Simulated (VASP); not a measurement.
# Ba (Im-3m) in VASP: notebook

Ba is run at these levels: PBE; tasks: single point.

Everything below comes from runs of VASP 6.6.1. Logs are shortened: lines on timing, memory, paths and dates and some standing lists are left out, and cuts for length are marked.

### Step 1. The cell of the first run

The structure is cubic, space group Im-3m (No. 229). Conventional cell: a = 3.851 Å, b = 3.851 Å, c = 3.851 Å, α = 90.00°, β = 90.00°, γ = 90.00°. Within 4.4 Å of Ba (site symmetry m-3m) lie 14 Ba at 3.33 to 3.85 Å.

### Step 2. Single point, PBE (volume scaled by 0.45)

INCAR reads:

```
SYSTEM = Ba
PREC = Accurate ; ENCUT = 520
EDIFF = 1E-7 ; ISMEAR = -1
SIGMA = 0.08 ; LREAL = .False.
LASPH = .True. ; NELM = 60
ALGO = Normal ; ISIF = 2
LWAVE = .False. ; LCHARG = .False.
GGA = PE ; NBANDS = 11
```

KPOINTS reads:

```
Automatic mesh
0
Gamma
  11 11 11
  0 0 0
```

POSCAR reads:

```
Ba
1.0
   -1.9253504731      1.9253504731      1.9253504731
    1.9253504731     -1.9253504731      1.9253504731
    1.9253504731      1.9253504731     -1.9253504731
Ba
1
Direct
    0.0000000000      0.0000000000      0.0000000000
```

Potentials or basis: VASP PAW PBE potentials, release 64 (Ba_sv).

Launch:

```console
$ cat potpaw_PBE.64/Ba_sv/POTCAR > POTCAR
$ mpirun -np 1 vasp_std > vasp.out
```

OUTCAR:

```text
SYSTEM = Ba
   PREC = Accurate
   ENCUT = 520
   EDIFF = 1E-7
   ISMEAR = -1
   LREAL = .False.
   LASPH = .True.
   NELM = 60
   ISIF = 2
   GGA = PE

 ion  position               nearest neighbor table
   1  0.000  0.000  0.000-

  LATTYP: Found a body centered cubic cell.
 ALAT       =     3.8507009462

  Lattice vectors:

 A1 = (  -1.9253504731,   1.9253504731,   1.9253504731)
 A2 = (   1.9253504731,  -1.9253504731,   1.9253504731)
 A3 = (   1.9253504731,   1.9253504731,  -1.9253504731)

Analysis of symmetry for initial positions (statically):
=====================================================================
 Subroutine PRICEL returns:
 Original cell was already a primitive cell.

 Routine SETGRP: Setting up the symmetry group for a
 body centered cubic supercell.

 Subroutine GETGRP returns: Found 48 space group operations
 (whereof 48 operations were pure point group operations)
 out of a pool of 48 trial point group operations.

The static configuration has the point symmetry O_h .

Analysis of symmetry for dynamics (positions and initial velocities):
=====================================================================
 Subroutine PRICEL returns:
 Original cell was already a primitive cell.

 Routine SETGRP: Setting up the symmetry group for a
 body centered cubic supercell.

 Subroutine GETGRP returns: Found 48 space group operations
 (whereof 48 operations were pure point group operations)
 out of a pool of 48 trial point group operations.

The dynamic configuration has the point symmetry O_h .

 Subroutine INISYM returns: Found 48 space group operations
 (whereof 48 operations are pure point group operations),
 and found     1 'primitive' translations

----------------------------------------------------------------------------------------

                                     Primitive cell

  volume of cell :      28.5489

  direct lattice vectors                    reciprocal lattice vectors
    -1.925350473  1.925350473  1.925350473     0.000000000  0.259692979  0.259692979
     1.925350473 -1.925350473  1.925350473     0.259692979  0.000000000  0.259692979
     1.925350473  1.925350473 -1.925350473     0.259692979  0.259692979  0.000000000

  length of vectors
     3.334804842  3.334804842  3.334804842     0.367261333  0.367261333  0.367261333

  position of ions in fractional coordinates (direct lattice)
     0.000000000  0.000000000  0.000000000

  ion indices of the primitive-cell ions
[... 75 lines left out ...]
   LREAL  =      F    real-space projection
   EDIFFG = 0.1E-05   stopping-criterion for IOM
   NSW    =      0    number of steps for IOM
   IBRION =     -1    ionic relax: 0-MD 1-quasi-New 2-CG
   NFREE  =      0    steps in history (QN), initial steepest desc. (CG)
   ISIF   =      2    stress and relaxation
   ISYM   =      2    0-nonsym 1-usesym 2-fastsym
   POTIM  = 0.5000    time-step for ionic-motion
   TEBEG  =    0.0;   TEEND  =   0.0 temperature during run
   PSTRESS=    0.0 pullay stress
   NELECT =      10.0000    total number of electrons
   NUPDOWN=      -1.0000    fix difference up-down
   EMIN   =  10.00;   EMAX   =-10.00  energy-range for DOS
   EFERMI =   0.00;   METHOD = LEGACY
   ISMEAR =    -1;   SIGMA  =   0.08  broadening in eV -4-tet -1-fermi 0-gaus
   EFERMI_NEDOS =   21; number of points for ismear=-14 and -15
   IALGO  =     38    algorithm
   IMIX   =      4    mixing-type and parameters
     AMIX     =   0.40;   BMIX     =  1.00
     AMIX_MAG =   1.60;   BMIX_MAG =  1.00
  volume/ion in A,a.u.               =      28.55       192.66
  Fermi-wavevector in a.u.,A,eV,Ry     =   1.154016  2.180773 18.119588  1.331752
  Thomas-Fermi vector in A             =   2.290655
   LORBIT       =      0    0 simple, 1 ext, 2 COOP (PROOUT), +10 PAW based schemes
   GGA     = PE    functional components
   LHFCALC =     F    Hartree Fock is set to
   AEXX    =    0.0000 exact exchange contribution
   IVDW    =     0    specifies the selected vdW correction
   LEPSILON=     F    determine dielectric tensor
   LRPA    =     F    only Hartree local field effects (RPA)
 non-spin polarized calculation
  energy-cutoff  :      520.00
  volume of cell :       28.55
 maximum number of plane-waves:       780
 NGX is ok and might be reduce to    28
   NGX = 13   NGY = 13   NGZ = 13

 number of electron      10.0000000 magnetization

 number of electron       9.9999999 magnetization

 Free energy of the ion-electron system (eV)
  ---------------------------------------------------
  ext. energy  EPLUGINS =         0.00000000
  ---------------------------------------------------
  free energy    TOTEN  =        -0.50145200 eV

  energy without entropy =       -0.47190727  energy(sigma->0) =       -0.48667963

 E-fermi :   5.6167     XC(G=0): -10.4612

 val. band max:        5.5896043352   @ k =  -0.3636  -0.3636   0.0909
 cond. band min:       5.6204665685   @ k =   0.4545   0.0909   0.0000
 fundamental gap:      0.0308622333
 Fermi energy:         5.6166870851

 k-point     1 :       0.0000    0.0000    0.0000
  band No.  band energies     occupation
      1     -23.3657      2.00000
      2      -6.3379      2.00000
      3      -6.3379      2.00000
      4      -6.3379      2.00000
      5       3.7788      2.00000
      6       7.9848      0.00000
      7       7.9848      0.00000
      8       7.9848      0.00000
      9      10.8487      0.00000
     10      10.8487      0.00000
     11      14.7438      0.00000
[... 309 lines left out ...]
 k-point    24 :       0.3636    0.1818    0.0909
  band No.  band energies     occupation
      1     -22.4396      2.00000
      2      -9.6185      2.00000
      3      -8.2626      2.00000
      4      -7.1894      2.00000
      5       5.4948      1.64230
      6       6.4594      0.00005
      7       9.6926      0.00000
      8      12.0066      0.00000
      9      12.8459      0.00000
     10      16.1563      0.00000
     11      17.3276      0.00000

 [... further k-points ...]
[... 5 lines left out ...]
  --------------------------------------------------------------------------------------
  -------------------------------------------------------------------------------------
  Total        4.1052630      4.1052630      4.1052630      0.0000000     -0.0000000      0.0000000
  in kB      230.3892362    230.3892362    230.3892362      0.0000000     -0.0000000      0.0000000
  external PRESSURE =     230.3892362 kB  Pullay stress =       0.0000000 kB

 VOLUME and BASIS-vectors are now :
 -----------------------------------------------------------------------------
  energy-cutoff  :      520.00
  volume of cell :       28.55
      direct lattice vectors                 reciprocal lattice vectors
    -1.925350473  1.925350473  1.925350473     0.000000000  0.259692979  0.259692979
     1.925350473 -1.925350473  1.925350473     0.259692979  0.000000000  0.259692979
     1.925350473  1.925350473 -1.925350473     0.259692979  0.259692979  0.000000000

 POSITION                                       TOTAL-FORCE (eV/Angst)
 -----------------------------------------------------------------------------------
      0.00000      0.00000      0.00000        -0.000000     -0.000000     -0.000000
 -----------------------------------------------------------------------------------
    total drift:                                0.000000      0.000000     -0.000000

  FREE ENERGIE OF THE ION-ELECTRON SYSTEM (eV)
  ---------------------------------------------------
  free  energy   TOTEN  =        -0.5014520000 eV

  energy  without entropy=       -0.4719072683  energy(sigma->0) =       -0.48667963
```

OSZICAR:

```text
N       E                     dE             d eps       ncg     rms          rms(c)
DAV:   1     0.457804532335E+02    0.45780E+02   -0.51658E+03  1240   0.832E+02
DAV:   2     0.806287866091E+00   -0.44974E+02   -0.43482E+02  1601   0.154E+02
DAV:   3    -0.654592963431E+00   -0.14609E+01   -0.14352E+01  1527   0.245E+01
DAV:   4    -0.675986460290E+00   -0.21393E-01   -0.21352E-01  1450   0.289E+00
DAV:   5    -0.676532759839E+00   -0.54630E-03   -0.54623E-03  1537   0.326E-01    0.772E+00
DAV:   6    -0.547704276574E+00    0.12883E+00   -0.12305E-01  1413   0.235E+00    0.409E+00
DAV:   7    -0.501709136422E+00    0.45995E-01   -0.12806E-01  1683   0.234E+00    0.318E-01
DAV:   8    -0.501479060281E+00    0.23008E-03   -0.24134E-03  1459   0.371E-01    0.623E-02
DAV:   9    -0.501458242382E+00    0.20818E-04   -0.64592E-05  1445   0.596E-02    0.171E-02
DAV:  10    -0.501452128596E+00    0.61138E-05   -0.40729E-06  1474   0.232E-02    0.114E-03
DAV:  11    -0.501452231956E+00   -0.10336E-06   -0.88377E-08  1267   0.160E-03    0.683E-04
DAV:  12    -0.501451957803E+00    0.27415E-06   -0.20538E-08   763   0.126E-03    0.221E-04
DAV:  13    -0.501452000014E+00   -0.42211E-07   -0.22987E-09   697   0.473E-04
   1 F= -.50145200E+00 E0= -.48667963E+00  d E =-.295447E-01
```

stdout:

```text
POSCAR found type information on POSCAR Ba
 POSCAR found :  1 types and       1 ions
 scaLAPACK will be used
 LDA part: xc-table for (Slater+PW92), standard interpolation
 POSCAR, INCAR and KPOINTS ok, starting setup
 FFT: planning ... GRIDC
 FFT: planning ... GRID_SOFT
 FFT: planning ... GRID
 WAVECAR not read
 entering main loop
```

Run time: 17 s. Hardware: 1 thread of AMD EPYC 7R43 (Zen 3), shared host; peak memory 0.13 GiB.

Results:

```yaml
Free_energy: -0.5015 eV
Pressure: 23.0 GPa
Band_gap_on_the_k_mesh: zero (band 5 reaches 6.86 eV, above the bottom of band 6 at 3.07 eV)
```

Caveat: spin-orbit coupling is left out, which moves the levels of the heavy elements.

(Continued in part 2 of 2.)
